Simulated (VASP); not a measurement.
Input of a VASP 6.6.1 run:

INCAR

```
PREC = Accurate
ENCUT = 520
EDIFF = 1E-6
ISMEAR = 0
SIGMA = 0.15
LREAL = F
LASPH = T
NELM = 60
ALGO = Fast
ISIF = 2
LWAVE = F
LCHARG = T
GGA = PE
LELF = T
LVHAR = T
NBANDS = 10
```

KPOINTS

```
Automatic mesh
0
Gamma
  12 12 12
```

File POSCAR:

```
Rb
1.0
   -2.8480900000      2.8480900000      2.7639100000
    2.8480900000     -2.8480900000      2.7639100000
    2.8480900000      2.8480900000     -2.7639100000
Rb
1
Direct
    0.0000000000      0.0000000000      0.0000000000
```

Potentials or basis: VASP PAW PBE potentials, release 64 (Rb_sv).

Launch:

```bash
$ cat potpaw_PBE.64/Rb_sv/POTCAR > POTCAR
$ mpirun -np 1 vasp_std > vasp.out
```

**Question.** Estimate the pressure.

**Answer.** 0.0 GPa.

Caveat: the cell differs from its parent crystal (strain +0.015 along x and y, -0.015 along z).
